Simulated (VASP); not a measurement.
# ReS in VASP: further runs

ReS is run at these levels: PBE; tasks: single point.

All numbers are computed with VASP 6.6.1; they aren't measurements. Logs are shortened: lines on timing, memory, paths and dates and some standing lists are left out, and cuts for length are marked.

## (1) The cell of the first run

The structure is cubic, space group F-43m (No. 216). Conventional cell: a = 5.237 Å, b = 5.237 Å, c = 5.237 Å, α = 90.00°, β = 90.00°, γ = 90.00°. Within 3.0 Å of Re (site symmetry -43m) lie 4 S at 2.27 Å. Within 3.0 Å of S (site symmetry -43m) lie 4 Re at 2.27 Å.

## (2) Single point, PBE, non-collinear spin, typed start, spin-orbit coupling

The input, INCAR:

```
ALGO     = Normal         # electronic algorithm
EDIFF    = 1E-6           # SCF threshold, eV
ENCUT    = 560            # plane-wave cutoff, eV
GGA      = PE             # functional
GGA_COMPAT= False        
ISIF     = 2              # what is computed and relaxed
ISMEAR   = 0              # smearing method
LASPH    = True           # aspherical terms in the spheres
LCHARG   = False          # write CHGCAR
LMAXMIX  = 4              # l up to which the mixer works
LORBIT   = 11             # projections on sites
LORBMOM  = True         
LREAL    = False          # projectors in reciprocal space
LSORBIT  = True           # spin-orbit coupling
LWAVE    = False          # write WAVECAR
MAGMOM   = 0 0 2 0 0 0    # initial moments
NBANDS   = 33             # bands
NELM     = 200            # most SCF steps
PREC     = Accurate       # precision mode
SIGMA    = 0.05           # smearing width, eV
```

The input, KPOINTS:

```
k-points
0
Gamma
  12 12 12
```

The input, POSCAR:

```
ReS
1.0
    0.0000000000      2.6183291373      2.6183291373
    2.6183291373      0.0000000000      2.6183291373
    2.6183291373      2.6183291373      0.0000000000
Re S
1 1
Direct
    0.0000000000      0.0000000000      0.0000000000
    0.2500000000      0.2500000000      0.2500000000
```

Potentials or basis: VASP PAW PBE potentials, release 64 (Re_sv_GW, S).

On the command line:

```
> cat potpaw_PBE.64/Re_sv_GW/POTCAR potpaw_PBE.64/S/POTCAR > POTCAR
> mpirun -np 1 vasp_ncl > vasp.out
```

OUTCAR:

```text
EDIFF = 1E-6
   ENCUT = 560
   GGA = PE
   ISIF = 2
   ISMEAR = 0
   LASPH = True
   LORBIT = 11
   LREAL = False
   LSORBIT = True
   NELM = 200
   PREC = Accurate

 ion  position               nearest neighbor table
   1  0.000  0.000  0.000-   2 2.27   2 2.27   2 2.27   2 2.27
   2  0.250  0.250  0.250-   1 2.27   1 2.27   1 2.27   1 2.27

  LATTYP: Found a face centered cubic cell.
 ALAT       =     5.2366582746

  Lattice vectors:

 A1 = (   0.0000000000,   2.6183291373,   2.6183291373)
 A2 = (   2.6183291373,   0.0000000000,   2.6183291373)
 A3 = (   2.6183291373,   2.6183291373,   0.0000000000)

Analysis of symmetry for initial positions (statically):
=====================================================================
 Subroutine PRICEL returns:
 Original cell was already a primitive cell.

 Routine SETGRP: Setting up the symmetry group for a
 face centered cubic supercell.

 Subroutine GETGRP returns: Found 24 space group operations
 (whereof 24 operations were pure point group operations)
 out of a pool of 48 trial point group operations.

The static configuration has the point symmetry T_d .

Analysis of symmetry for dynamics (positions and initial velocities):
=====================================================================
 Subroutine PRICEL returns:
 Original cell was already a primitive cell.

 Routine SETGRP: Setting up the symmetry group for a
 face centered cubic supercell.

 Subroutine GETGRP returns: Found 24 space group operations
 (whereof 24 operations were pure point group operations)
 out of a pool of 48 trial point group operations.

The dynamic configuration has the point symmetry T_d .

Analysis of structural, dynamic, and magnetic symmetry:
=====================================================================
 Subroutine PRICEL returns:
 Original cell was already a primitive cell.

 Routine SETGRP: Setting up the symmetry group for a
 face centered cubic supercell.

 Subroutine GETGRP returns: Found  4 space group operations
 (whereof  4 operations were pure point group operations)
 out of a pool of 48 trial point group operations.

The overall configuration has the point symmetry S_4 .

 Subroutine INISYM returns: Found  4 space group operations
 (whereof  4 operations are pure point group operations),
 and found     1 'primitive' translations

----------------------------------------------------------------------------------------

                                     Primitive cell

  volume of cell :      35.9007

  direct lattice vectors                    reciprocal lattice vectors
     0.000000000  2.618329137  2.618329137    -0.190961477  0.190961477  0.190961477
     2.618329137  0.000000000  2.618329137     0.190961477 -0.190961477  0.190961477
     2.618329137  2.618329137  0.000000000     0.190961477  0.190961477 -0.190961477

  length of vectors
     3.702876577  3.702876577  3.702876577     0.330754981  0.330754981  0.330754981

  position of ions in fractional coordinates (direct lattice)
     0.000000000  0.000000000  0.000000000
     0.250000000  0.250000000  0.250000000

  ion indices of the primitive-cell ions
   primitive index   ion index
                 1           1
                 2           2

----------------------------------------------------------------------------------------

 KPOINTS: k-points
[... 98 lines left out ...]
   LRPA    =     F    only Hartree local field effects (RPA)
 Gauss-broadening in eV      SIGMA  =   0.05
  energy-cutoff  :      560.00
  volume of cell :       35.90
 maximum number of plane-waves:      2212
 NGX is ok and might be reduce to    30
   NGX = 15   NGY = 15   NGZ = 15

 number of electron      20.9999998 magnetization      -0.0000000      0.0000000     -0.0216278

 number of electron      20.9999998 magnetization      -0.0000000      0.0000000      0.0001780

 number of electron      20.9999998 magnetization       0.0000000      0.0000000      0.0000721

 Free energy of the ion-electron system (eV)
  ---------------------------------------------------
  ext. energy  EPLUGINS =         0.00000000
  ---------------------------------------------------
  free energy    TOTEN  =       -19.26689880 eV

  energy without entropy =      -19.26421875  energy(sigma->0) =      -19.26555878

 E-fermi :   8.5155     XC(G=0): -11.3810

 val. band max:        8.5040434301   @ k =   0.0833  -0.3333   0.2500
 cond. band min:       8.5193266283   @ k =   0.0833  -0.4167   0.5000
 fundamental gap:      0.0152831983
 Fermi energy:         8.5154515106

 k-point     1 :       0.0000    0.0000    0.0000
  band No.  band energies     occupation
      1     -71.1522      1.00000
      2     -71.1522      1.00000
      3     -39.9240      1.00000
      4     -39.9240      1.00000
      5     -30.0736      1.00000
      6     -30.0736      1.00000
[... 853 lines left out ...]
     32      16.7309      0.00000
     33      17.4189      0.00000

 [... further k-points ...]
[... 5 lines left out ...]
  --------------------------------------------------------------------------------------
  -------------------------------------------------------------------------------------
  Total        0.0229834      0.0229834      0.0230321     -0.0000001     -0.0000000      0.0000000
  in kB        1.0257043      1.0257043      1.0278766     -0.0000036     -0.0000000      0.0000000
  external PRESSURE =       1.0264284 kB  Pullay stress =       0.0000000 kB

 VOLUME and BASIS-vectors are now :
 -----------------------------------------------------------------------------
  energy-cutoff  :      560.00
  volume of cell :       35.90
      direct lattice vectors                 reciprocal lattice vectors
     0.000000000  2.618329137  2.618329137    -0.190961477  0.190961477  0.190961477
     2.618329137  0.000000000  2.618329137     0.190961477 -0.190961477  0.190961477
     2.618329137  2.618329137  0.000000000     0.190961477  0.190961477 -0.190961477

 POSITION                                       TOTAL-FORCE (eV/Angst)
 -----------------------------------------------------------------------------------
      0.00000      0.00000      0.00000        -0.000000      0.000000      0.000000
      1.30916      1.30916      1.30916         0.000000     -0.000000     -0.000000
 -----------------------------------------------------------------------------------
    total drift:                               -0.000000     -0.000000     -0.000000

  FREE ENERGIE OF THE ION-ELECTRON SYSTEM (eV)
  ---------------------------------------------------
  free  energy   TOTEN  =       -19.2668987980 eV

  energy  without entropy=      -19.2642187546  energy(sigma->0) =      -19.26555878

 orbital moment (x)

 # of ion     p       d       f       tot
 ------------------------------------------------
  1        -0.000  -0.000   0.000  -0.000
  2         0.000   0.000   0.000   0.000
 ------------------------------------------------
           -0.000  -0.000   0.000  -0.000

 orbital moment (y)

 # of ion     p       d       f       tot
 ------------------------------------------------
  1         0.000  -0.000   0.000  -0.000
  2        -0.000   0.000   0.000  -0.000
 ------------------------------------------------
            0.000  -0.000   0.000  -0.000

 orbital moment (z)

 # of ion     p       d       f       tot
 ------------------------------------------------
  1         0.000   0.000  -0.000   0.000
  2         0.000   0.000   0.000   0.000
 ------------------------------------------------
            0.000   0.000  -0.000   0.000

 Spin-Orbit-Coupling matrix elements

 Ion:    1  E_soc:     -3.5421946
 l=   1
     0.0000000    -0.5327697    -0.5327698
    -0.5327697     0.0000000    -0.5327697
    -0.5327698    -0.5327697     0.0000000
 l=   2
     0.0000000    -0.0078992     0.0000000    -0.0078992    -0.0496901
    -0.0078992     0.0000000    -0.0372676    -0.0078992    -0.0124225
     0.0000000    -0.0372676     0.0000000    -0.0372676     0.0000000
    -0.0078992    -0.0078992    -0.0372676     0.0000000    -0.0124225
    -0.0496901    -0.0124225     0.0000000    -0.0124225     0.0000000
 l=   3
     0.0000000    -0.0000000     0.0000000     0.0000000     0.0000000    -0.0000020    -0.0000043
    -0.0000000     0.0000000    -0.0000001     0.0000000    -0.0000001    -0.0000001    -0.0000000
     0.0000000    -0.0000001     0.0000000    -0.0000026    -0.0000023    -0.0000019     0.0000000
     0.0000000     0.0000000    -0.0000026     0.0000000    -0.0000026     0.0000000     0.0000000
     0.0000000    -0.0000001    -0.0000023    -0.0000026     0.0000000    -0.0000019     0.0000000
    -0.0000020    -0.0000001    -0.0000019     0.0000000    -0.0000019     0.0000000    -0.0000020
    -0.0000043    -0.0000000     0.0000000     0.0000000     0.0000000    -0.0000020     0.0000000

 Ion:    2  E_soc:     -0.0030741
 l=   1
     0.0000000    -0.0005124    -0.0005124
    -0.0005124     0.0000000    -0.0005124
    -0.0005124    -0.0005124     0.0000000
 l=   2
     0.0000000     0.0000000     0.0000000     0.0000000     0.0000000
     0.0000000     0.0000000     0.0000000     0.0000000     0.0000000
     0.0000000     0.0000000     0.0000000     0.0000000     0.0000000
     0.0000000     0.0000000     0.0000000     0.0000000     0.0000000
     0.0000000     0.0000000     0.0000000     0.0000000     0.0000000
 l=   3
     0.0000000     0.0000000     0.0000000     0.0000000     0.0000000     0.0000000     0.0000000
     0.0000000     0.0000000     0.0000000     0.0000000     0.0000000     0.0000000     0.0000000
     0.0000000     0.0000000     0.0000000     0.0000000     0.0000000     0.0000000     0.0000000
     0.0000000     0.0000000     0.0000000     0.0000000     0.0000000     0.0000000     0.0000000
     0.0000000     0.0000000     0.0000000     0.0000000     0.0000000     0.0000000     0.0000000
     0.0000000     0.0000000     0.0000000     0.0000000     0.0000000     0.0000000     0.0000000
     0.0000000     0.0000000     0.0000000     0.0000000     0.0000000     0.0000000     0.0000000

 total charge

# of ion       s       p       d       f       tot
--------------------------------------------------
    1        3.366   6.019   4.374   0.059  13.819
    2        1.300   2.387   0.000   0.000   3.687
--------------------------------------------------
tot          4.666   8.406   4.374   0.059  17.505

 magnetization (x)

# of ion       s       p       d       f       tot
--------------------------------------------------
    1        0.000   0.000   0.000   0.000   0.000
    2       -0.000   0.000   0.000   0.000   0.000
--------------------------------------------------
tot         -0.000   0.000   0.000   0.000   0.000

 magnetization (y)

# of ion       s       p       d       f       tot
--------------------------------------------------
    1        0.000   0.000   0.000   0.000   0.000
    2        0.000   0.000   0.000   0.000   0.000
--------------------------------------------------
tot          0.000   0.000   0.000   0.000   0.000

 magnetization (z)

# of ion       s       p       d       f       tot
--------------------------------------------------
    1       -0.000   0.000   0.000   0.000   0.000
    2       -0.000  -0.000   0.000   0.000  -0.000
--------------------------------------------------
tot         -0.000  -0.000   0.000   0.000   0.000
```

Run time: 14 min. Hardware: 1 thread of Intel Xeon 6975P-C (Granite Rapids), shared host; peak memory 0.9 GiB.

Results:

```yaml
Free_energy: -19.2669 eV
Pressure: 0.1 GPa
Net_moment: 0.00 μB per cell
Valence_electrons_inside_the_program's_atomic_spheres: Re 13.82; S 3.69
```

Moments on the atoms (μB; x, y, z):
```
Re  0.00 0.00 0.00
S   0.00 0.00 0.00
```

(Part 1 of 2 ends here.)
